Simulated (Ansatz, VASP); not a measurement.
## BeS in VASP and in Ansatz

```
CELL_PARAMETERS angstrom
0.00000 2.43793 2.43793
2.43793 0.00000 2.43793
2.43793 2.43793 0.00000
ATOMIC_POSITIONS crystal
Be 0.00000 0.00000 0.00000
S 0.75000 0.75000 0.75000
```

Alike in both runs: task single point; functional revPBE; k mesh 8 × 8 × 8; occupations gaussian, width 0.05 eV; no spin polarisation.

|  | VASP | Ansatz |
| --- | --- | --- |
| version | VASP 6.6.1 | Ansatz 0.2.0 |
| potentials or method | VASP PAW PBE potentials, release 64 (Be, S), cutoff 600 eV | scalar-relativistic, plane waves, PAW |
| valence electrons in the cell | 8 | 8 |

```tsv
	VASP	Ansatz	Ansatz less VASP
gap on the k mesh at the Fermi level (eV)	3.23	3.23	+0.005
least direct gap on the mesh (eV)	5.72	5.71	-0.007
pressure (GPa)	1.8	1.8	+0.01
```

VASP's potentials were made for PBE, not for revPBE. The functional is the same, so the differences come from potentials, cutoffs and numerics.
